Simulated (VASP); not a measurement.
# BN (P4_2/mnm) in VASP: notebook

The runs below take BN through single point, with PBEsol.

Everything below comes from runs of VASP 6.6.1. Logs are shortened: lines on timing, memory, paths and dates and some standing lists are left out, and cuts for length are marked.

## Step 1: The cell of the first run

Symmetry: P4_2/mnm, No. 136, tetragonal system. Conventional cell: a = 4.464 Å, b = 4.464 Å, c = 2.538 Å, α = 90.00°, β = 90.00°, γ = 90.00°. B (site symmetry m2m) has 4 N at 1.54 to 1.62 Å within 2.1 Å. Within 2.1 Å of N (site symmetry m2m) lie 4 B at 1.54 to 1.62 Å.

## Step 2: Single point, PBEsol

The input, INCAR:

```
PREC = Accurate
ENCUT = 520
EDIFF = 1E-6
ISMEAR = 0
SIGMA = 0.05
LREAL = False
LASPH = True
NELM = 60
ALGO = Normal
ISIF = 2
LWAVE = False
LCHARG = True
GGA = PS
LELF = True
LVHAR = True
NBANDS = 26
```

The input, KPOINTS:

```
regular mesh
0
Gamma
  6 6 10
```

The input, POSCAR:

```
BN
1.0
    4.4642000000      0.0000000000      0.0000000000
    0.0000000000      4.4642000000      0.0000000000
    0.0000000000      0.0000000000      2.5380337638
B N
4 4
Direct
    0.1741337327      0.8258662673      0.5000000000
    0.3258662673      0.3258662673      0.0000000000
    0.6741337327      0.6741337327      0.0000000000
    0.8258662673      0.1741337327      0.5000000000
    0.8123909516      0.8123909516      0.5000000000
    0.3123909516      0.6876090484      0.0000000000
    0.6876090484      0.3123909516      0.0000000000
    0.1876090484      0.1876090484      0.5000000000
```

Potentials or basis: VASP PAW PBE potentials, release 64 (B, N).

Started as:

```console
$ cat potpaw_PBE.64/B/POTCAR potpaw_PBE.64/N/POTCAR > POTCAR
$ mpirun -np 1 vasp_std > vasp.out
```

OUTCAR:

```text
PREC = Accurate
   ENCUT = 520
   EDIFF = 1E-6
   ISMEAR = 0
   LREAL = False
   LASPH = True
   NELM = 60
   ISIF = 2
   GGA = PS

 ion  position               nearest neighbor table
   1  0.174  0.826  0.500-   6 1.54   6 1.54   8 1.62   5 1.62
   2  0.326  0.326  0.000-   8 1.54   8 1.54   6 1.62   7 1.62
   3  0.674  0.674  0.000-   5 1.54   5 1.54   7 1.62   6 1.62
   4  0.826  0.174  0.500-   7 1.54   7 1.54   8 1.62   5 1.62
   5  0.812  0.812  0.500-   3 1.54   3 1.54   4 1.62   1 1.62
   6  0.312  0.688  0.000-   1 1.54   1 1.54   3 1.62   2 1.62
   7  0.688  0.312  0.000-   4 1.54   4 1.54   2 1.62   3 1.62
   8  0.188  0.188  0.500-   2 1.54   2 1.54   4 1.62   1 1.62

  LATTYP: Found a simple tetragonal cell.
 ALAT       =     4.4642000000
 C/A-ratio  =     0.5685304789

  Lattice vectors:

 A1 = (   4.4642000000,   0.0000000000,   0.0000000000)
 A2 = (   0.0000000000,   4.4642000000,   0.0000000000)
 A3 = (   0.0000000000,   0.0000000000,   2.5380337638)

Analysis of symmetry for initial positions (statically):
=====================================================================
 Subroutine PRICEL returns:
 Original cell was already a primitive cell.

 Routine SETGRP: Setting up the symmetry group for a
 simple tetragonal supercell.

 Subroutine GETGRP returns: Found 16 space group operations
 (whereof  8 operations were pure point group operations)
 out of a pool of 16 trial point group operations.

The static configuration has the point symmetry D_2h.
 The point group associated with its full space group is D_4h.

Analysis of symmetry for dynamics (positions and initial velocities):
=====================================================================
 Subroutine PRICEL returns:
 Original cell was already a primitive cell.

 Routine SETGRP: Setting up the symmetry group for a
 simple tetragonal supercell.

 Subroutine GETGRP returns: Found 16 space group operations
 (whereof  8 operations were pure point group operations)
 out of a pool of 16 trial point group operations.

The dynamic configuration has the point symmetry D_2h.
 The point group associated with its full space group is D_4h.

 Subroutine INISYM returns: Found 16 space group operations
 (whereof  8 operations are pure point group operations),
 and found     1 'primitive' translations

----------------------------------------------------------------------------------------

                                     Primitive cell

  volume of cell :      50.5807

  direct lattice vectors                    reciprocal lattice vectors
     4.464200000  0.000000000  0.000000000     0.224004301  0.000000000  0.000000000
     0.000000000  4.464200000  0.000000000     0.000000000  0.224004301  0.000000000
     0.000000000  0.000000000  2.538033764     0.000000000  0.000000000  0.394005791

  length of vectors
     4.464200000  4.464200000  2.538033764     0.224004301  0.224004301  0.394005791

  position of ions in fractional coordinates (direct lattice)
     0.174133733  0.825866267  0.500000000
     0.325866267  0.325866267  0.000000000
     0.674133733  0.674133733  0.000000000
     0.825866267  0.174133733  0.500000000
     0.812390952  0.812390952  0.500000000
     0.312390952  0.687609048  0.000000000
     0.687609048  0.312390952  0.000000000
     0.187609048  0.187609048  0.500000000

  ion indices of the primitive-cell ions
   primitive index   ion index
                 1           1
                 2           2
                 3           3
                 4           4
                 5           5
                 6           6
                 7           7
                 8           8

----------------------------------------------------------------------------------------

 KPOINTS: regular mesh

Automatic generation of k-mesh.
 Grid dimensions read from file:
 generate k-points for:    6    6   10

 Generating k-lattice:

  Cartesian coordinates                     Fractional coordinates (reciprocal lattice)
     0.037334050  0.000000000  0.000000000     0.166666667  0.000000000  0.000000000
     0.000000000  0.037334050  0.000000000     0.000000000  0.166666667  0.000000000
     0.000000000  0.000000000  0.039400579     0.000000000  0.000000000  0.100000000

  Length of vectors
     0.037334050  0.037334050  0.039400579

  Shift w.r.t. Gamma in fractional coordinates (k-lattice)
     0.000000000  0.000000000  0.000000000

 Subroutine IBZKPT returns following result:
 ===========================================

 Found     60 irreducible k-points:

 Following reciprocal coordinates:
            Coordinates               Weight
  0.000000  0.000000  0.000000      1.000000
  0.166667  0.000000  0.000000      4.000000
  0.333333  0.000000  0.000000      4.000000
  0.500000  0.000000  0.000000      2.000000
  0.166667  0.166667  0.000000      4.000000
  0.333333  0.166667  0.000000      8.000000
[... 16 lines left out ...]
  0.333333  0.000000  0.200000      8.000000
  0.500000  0.000000  0.200000      4.000000
 [... further k-points ...]
   k-points           NKPTS =     60   k-points in BZ     NKDIM =     60   number of bands    NBANDS=     26
   number of dos      NEDOS =    301   number of ions     NIONS =      8
   total plane-waves  NPLWV =  25920
   dimension x,y,z NGX =    36 NGY =   36 NGZ =   20
   dimension x,y,z NGXF=    72 NGYF=   72 NGZF=   40
   ions per type =               4   4
   NGX,Y,Z   is equivalent  to a cutoff of  13.41, 13.41, 13.10 a.u.
   NGXF,Y,Z  is equivalent  to a cutoff of  26.81, 26.81, 26.20 a.u.
 SYSTEM =  unknown system
   PREC   = accura    normal or accurate (medium, high low for compatibility)
   ISTART =      0    job   : 0-new  1-cont  2-samecut
   ICHARG =      2    charge: 1-file 2-atom 10-const
   ISPIN  =      1    spin polarized calculation?
   LNONCOLLINEAR =      F non collinear calculations
   LSORBIT =      F    spin-orbit coupling
   LASPH  =      T    aspherical Exc in radial PAW
   ENCUT  =  520.0 eV  38.22 Ry    6.18 a.u.   8.30  8.30  4.72*2*pi/ulx,y,z
   NELM   =     60;   NELMIN=  2; NELMDL= -5     # of ELM steps
   EDIFF  = 0.1E-05   stopping-criterion for ELM
   LREAL  =      F    real-space projection
   EDIFFG = 0.1E-04   stopping-criterion for IOM
   NSW    =      0    number of steps for IOM
   IBRION =     -1    ionic relax: 0-MD 1-quasi-New 2-CG
   NFREE  =      0    steps in history (QN), initial steepest desc. (CG)
   ISIF   =      2    stress and relaxation
   ISYM   =      2    0-nonsym 1-usesym 2-fastsym
   POTIM  = 0.5000    time-step for ionic-motion
   TEBEG  =    0.0;   TEEND  =   0.0 temperature during run
   PSTRESS=    0.0 pullay stress
   NELECT =      32.0000    total number of electrons
   NUPDOWN=      -1.0000    fix difference up-down
   EMIN   =  10.00;   EMAX   =-10.00  energy-range for DOS
   EFERMI =   0.00;   METHOD = LEGACY
   ISMEAR =     0;   SIGMA  =   0.05  broadening in eV -4-tet -1-fermi 0-gaus
   EFERMI_NEDOS =   21; number of points for ismear=-14 and -15
   IALGO  =     38    algorithm
   IMIX   =      4    mixing-type and parameters
     AMIX     =   0.40;   BMIX     =  1.00
     AMIX_MAG =   1.60;   BMIX_MAG =  1.00
  volume/ion in A,a.u.               =       6.32        42.67
  Fermi-wavevector in a.u.,A,eV,Ry     =   1.405389  2.655800 26.873121  1.975119
  Thomas-Fermi vector in A             =   2.527855
   LORBIT       =      0    0 simple, 1 ext, 2 COOP (PROOUT), +10 PAW based schemes
   GGA     = PS    functional components
   LHFCALC =     F    Hartree Fock is set to
   AEXX    =    0.0000 exact exchange contribution
   IVDW    =     0    specifies the selected vdW correction
   LEPSILON=     F    determine dielectric tensor
   LRPA    =     F    only Hartree local field effects (RPA)
 non-spin polarized calculation
 Gauss-broadening in eV      SIGMA  =   0.05
  energy-cutoff  :      520.00
  volume of cell :       50.58
 maximum number of plane-waves:      1397
 NGX is ok and might be reduce to    36

 number of electron      32.0000002 magnetization

 Free energy of the ion-electron system (eV)
  ---------------------------------------------------
  ext. energy  EPLUGINS =         0.00000000
  ---------------------------------------------------
  free energy    TOTEN  =       -72.42757398 eV

  energy without entropy =      -72.42757398  energy(sigma->0) =      -72.42757398

 E-fermi :   6.7570     XC(G=0): -12.5835

 val. band max:        6.5560545675   @ k =   0.0000   0.0000   0.0000
 cond. band min:      11.1916824757   @ k =   0.0000   0.0000   0.3000
 fundamental gap:      4.6356279082
 Fermi energy:         6.7570196670

 k-point     1 :       0.0000    0.0000    0.0000
  band No.  band energies     occupation
      1     -13.2639      2.00000
      2      -9.3751      2.00000
      3      -9.3751      2.00000
      4      -9.0263      2.00000
      5      -3.2874      2.00000
      6      -2.4800      2.00000
[... 18 lines left out ...]
     25      16.9138      0.00000
     26      19.3856      0.00000

 k-point     2 :       0.1667    0.0000    0.0000
  band No.  band energies     occupation
      1     -13.1229      2.00000
      2     -10.1560      2.00000
      3      -9.2839      2.00000
      4      -8.5769      2.00000
      5      -3.4338      2.00000
      6      -2.0602      2.00000
[... 18 lines left out ...]
     25      17.4208      0.00000
     26      18.9840      0.00000

 k-point     3 :       0.3333    0.0000    0.0000
  band No.  band energies     occupation
      1     -12.7055      2.00000
      2     -11.1500      2.00000
      3      -9.0326      2.00000
      4      -8.4661      2.00000
      5      -3.4898      2.00000
      6      -2.3025      2.00000
[... 572 lines left out ...]
 k-point    23 :       0.3333    0.0000    0.2000
  band No.  band energies     occupation
      1     -12.0890      2.00000
      2     -10.5943      2.00000
      3      -8.5901      2.00000
      4      -8.1387      2.00000
      5      -2.9695      2.00000
      6      -1.8693      2.00000
[... 18 lines left out ...]
     25      18.4190      0.00000
     26      19.5788      0.00000

 k-point    24 :       0.5000    0.0000    0.2000
  band No.  band energies     occupation
      1     -11.4392      2.00000
      2     -11.4392      2.00000
      3      -8.3166      2.00000
      4      -8.3166      2.00000
      5      -2.5903      2.00000
      6      -2.5903      2.00000
[... 18 lines left out ...]
     25      18.5058      0.00000
     26      18.5058      0.00000

 [... further k-points ...]

------------------------ aborting loop because EDIFF is reached ----------------------------------------

  FORCE on cell =-STRESS in cart. coord.  units (eV):
  Direction    XX          YY          ZZ          XY          YZ          ZX
  --------------------------------------------------------------------------------------
  -------------------------------------------------------------------------------------
  Total       -4.0517222     -4.0517222     -0.5904926     -0.0000000      0.0000000      0.0000000
  in kB     -128.3410417   -128.3410417    -18.7042537     -0.0000000      0.0000000      0.0000000
  external PRESSURE =     -91.7954457 kB  Pullay stress =       0.0000000 kB

 VOLUME and BASIS-vectors are now :
 -----------------------------------------------------------------------------
  energy-cutoff  :      520.00
  volume of cell :       50.58
      direct lattice vectors                 reciprocal lattice vectors
     4.464200000  0.000000000  0.000000000     0.224004301  0.000000000  0.000000000
     0.000000000  4.464200000  0.000000000     0.000000000  0.224004301  0.000000000
     0.000000000  0.000000000  2.538033764     0.000000000  0.000000000  0.394005791

 POSITION                                       TOTAL-FORCE (eV/Angst)
 -----------------------------------------------------------------------------------
      0.77737      3.68683      1.26902        -0.011021      0.011021      0.000000
      1.45473      1.45473      0.00000         0.011021      0.011021      0.000000
      3.00947      3.00947      0.00000        -0.011021     -0.011021      0.000000
      3.68683      0.77737      1.26902         0.011021     -0.011021      0.000000
      3.62668      3.62668      1.26902         0.129281      0.129281      0.000000
      1.39458      3.06962      0.00000         0.129281     -0.129281      0.000000
      3.06962      1.39458      0.00000        -0.129281      0.129281      0.000000
      0.83752      0.83752      1.26902        -0.129281     -0.129281      0.000000
 -----------------------------------------------------------------------------------
    total drift:                                0.000000      0.000000      0.000000

  FREE ENERGIE OF THE ION-ELECTRON SYSTEM (eV)
  ---------------------------------------------------
  free  energy   TOTEN  =       -72.4275739758 eV

  energy  without entropy=      -72.4275739758  energy(sigma->0) =      -72.42757398
```

It took 45 s on 1 thread of AMD EPYC 9R45 (Zen 5), shared host; peak memory 0.16 GiB.

Results:

| Item | Value |
| --- | --- |
| Free energy | -72.4276 eV |
| Pressure | -9.2 GPa |
| Largest force | 0.183 eV/Å |
| Band gap on the k mesh | 4.64 eV, indirect (least direct gap 5.74 eV) |

Forces in eV/Å, atoms in the order of the input:
```
B   -0.011  0.011  0.000
B    0.011  0.011  0.000
B   -0.011 -0.011  0.000
B    0.011 -0.011  0.000
N    0.129  0.129  0.000
N    0.129 -0.129  0.000
N   -0.129  0.129  0.000
N   -0.129 -0.129  0.000
```

Levels at points of the mesh, in eV from the valence-band top:
```
           k point  band 13  band 14  band 15  band 16  band 17  band 18  band 19  band 20
(0.00, 0.00, 0.00)    -0.33    -0.12     0.00     0.00     7.30     7.68     8.14     8.14
(0.50, 0.00, 0.00)    -1.29    -1.29    -1.22    -1.22     7.99     7.99     8.29     8.29
(0.50, 0.50, 0.00)    -2.70    -2.70    -2.27    -2.27     7.30     7.30     8.39     8.39
(0.00, 0.00, 0.50)    -4.14    -4.14    -3.26    -3.26     6.35     6.35    10.01    10.01
(0.50, 0.00, 0.50)    -3.45    -3.45    -2.19    -2.19     6.66     6.66     8.62     8.62
(0.50, 0.50, 0.50)    -2.85    -2.85    -2.43    -2.43     6.07     6.07     6.75     6.75
```

Caveat: the PAW data sets were made with another functional, which shifts forces and pressure a little.

## Step 3: Single point, PBEsol

This run uses another cell than the first one, of the same volume but with other edges.

The input, INCAR:

```
  PREC = Accurate
  ENCUT = 520
  EDIFF = 1E-6
  ISMEAR = 0
  SIGMA = 0.05
  LREAL = F
  LASPH = T
  NELM = 100
  ALGO = Normal
  ISIF = 2
  LWAVE = F
  LCHARG = F
  GGA = PS
  NBANDS = 26
```

KPOINTS is that of step 2.

Changes to POSCAR since step 2:

```diff
@@ -2,5 +2,5 @@
 1.0
-    4.4642000000      0.0000000000      0.0000000000
-    0.0000000000      4.4642000000      0.0000000000
-    0.0000000000      0.0000000000      2.5380337638
+    4.5302000000      0.0000000000      0.0000000000
+    0.0000000000      4.5302000000      0.0000000000
+    0.0000000000      0.0000000000      2.4619000000
 B N
```

Potentials or basis: VASP PAW PBE potentials, release 64 (B, N).

Started as:

```console
$ cat potpaw_PBE.64/B/POTCAR potpaw_PBE.64/N/POTCAR > POTCAR
$ mpirun -np 1 vasp_std > vasp.out
```

It took 41 s on 1 thread of AMD EPYC 9R45 (Zen 5), shared host; peak memory 0.16 GiB.

Results (log left out):

```
Free energy            : -72.1454 eV
Pressure               : -6.4 GPa
Largest force          : 0.524 eV/Å
Band gap on the k mesh : 4.55 eV, indirect (least direct gap 5.78 eV)
```

Forces in eV/Å, atoms in the order of the input:
```
B   -0.064  0.064  0.000
B    0.064  0.064  0.000
B   -0.064 -0.064  0.000
B    0.064 -0.064  0.000
N    0.370  0.370  0.000
N    0.370 -0.370  0.000
N   -0.370  0.370  0.000
N   -0.370 -0.370  0.000
```

Stress tensor (GPa, compression positive):
```
-22.85   0.00   0.00
  0.00 -22.85   0.00
  0.00   0.00  26.63
```

Levels at points of the mesh, in eV from the valence-band top:
| k point | band 13 | band 14 | band 15 | band 16 | band 17 | band 18 | band 19 | band 20 |
| --- | --- | --- | --- | --- | --- | --- | --- | --- |
| (0.00, 0.00, 0.00) | -0.17 | -0.17 | -0.14 | 0.00 | 7.43 | 7.43 | 8.29 | 8.29 |
| (0.50, 0.00, 0.00) | -1.30 | -1.30 | -1.01 | -1.01 | 7.48 | 7.48 | 8.41 | 8.41 |
| (0.50, 0.50, 0.00) | -2.39 | -2.39 | -1.89 | -1.89 | 7.05 | 7.05 | 9.04 | 9.04 |
| (0.00, 0.00, 0.50) | -4.25 | -4.25 | -3.20 | -3.20 | 6.27 | 6.27 | 9.74 | 9.74 |
| (0.50, 0.00, 0.50) | -3.33 | -3.33 | -2.37 | -2.37 | 6.53 | 6.53 | 8.44 | 8.44 |
| (0.50, 0.50, 0.50) | -2.73 | -2.73 | -2.51 | -2.51 | 5.98 | 5.98 | 6.46 | 6.46 |

Caveat: the PAW data sets were made with another functional, which shifts forces and pressure a little. PBEsol gaps usually lie below the measured ones, often by a third to a half.

[end of part 1 of 2]
